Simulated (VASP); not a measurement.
Here is a VASP 6.6.1 calculation.

INCAR

```
SYSTEM = TePb
PREC = Accurate
ENCUT = 500
EDIFF = 1E-6
ISMEAR = 0
SIGMA = 0.05
LREAL = .FALSE.
LASPH = .TRUE.
NELM = 120
ALGO = Normal
ISIF = 2
LWAVE = .FALSE.
LCHARG = .FALSE.
GGA = PE
NBANDS = 17
GGA_COMPAT = .FALSE.
```

Contents of KPOINTS:

```
regular mesh
0
G
  6 6 6
  0 0 0
```

POSCAR

```
TePb
1.0
    0.0000000000      3.2509488357      3.2509488357
    3.2509488357      0.0000000000      3.2509488357
    3.2509488357      3.2509488357      0.0000000000
Pb Te
1 1
Direct
    0.5000000000      0.5000000000      0.5000000000
    0.0000000000      0.0000000000      0.0000000000
```

Potentials or basis: VASP PAW PBE potentials, release 64 (Pb_d, Te).

Launch:

```bash
$ cat potpaw_PBE.64/Pb_d/POTCAR potpaw_PBE.64/Te/POTCAR > POTCAR
$ mpirun -np 1 vasp_std > vasp.out
```

Task: What does it give for the band gap on the k mesh?

Result: 0.77 eV, direct.

Task: Estimate the pressure.

Result: 1.2 GPa.

Caveat: spin-orbit coupling is left out, which moves the levels of the heavy elements. A k mesh can miss the band edges.
